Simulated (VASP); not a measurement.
## Ti: single point with PBEsol

Ti:

```
Ti
1.0
     2.84230    0.00000    0.00000
    -0.94743    2.67974    0.00000
    -0.94743   -1.33987    2.32072
Ti
1
Direct
  0.00000 0.00000 0.00000
```

| Item | Value |
| --- | --- |
| Program | VASP 6.6.1 |
| Task | single point |
| Functional | PBEsol |
| Potentials or basis | VASP PAW PBE potentials, release 64 (Ti_sv) |
| Cutoff | 520 eV |
| k mesh | 4 × 4 × 4 |
| Occupations | methfessel-paxton, width 0.1 eV |
| Spin | no spin polarisation |
| Dipole correction | no |
| Further INCAR settings | ALGO = Normal; EDIFF = 1e-07; NBANDS = 12 |

```
Pressure               : -5.7 GPa
Band gap on the k mesh : zero (band 6 reaches 8.70 eV, above the bottom of band 7 at 7.14 eV)
```

Levels at points of the mesh, in eV from the Fermi level:
```tsv
k point	band 2	band 3	band 4	band 5	band 6	band 7	band 8	band 9	band 10	band 11
(0.00, 0.00, 0.00)	-32.33	-32.33	-32.33	-5.87	0.97	0.97	0.97	2.70	2.70	17.35
(0.50, 0.00, 0.00)	-32.97	-32.53	-32.33	-2.39	-0.38	1.14	2.68	3.02	4.18	8.59
(0.50, 0.50, 0.50)	-32.77	-32.77	-32.77	-2.02	-2.02	3.84	3.84	3.84	8.25	8.25
```

Wall time 3.7 s on 1 thread of Intel Xeon 6975P-C, with other jobs on the host, peak memory 0.13 GiB.

Caveat: the k points lie up to 0.68 Å⁻¹ apart; the PAW data sets were made with another functional, which shifts forces and pressure a little.
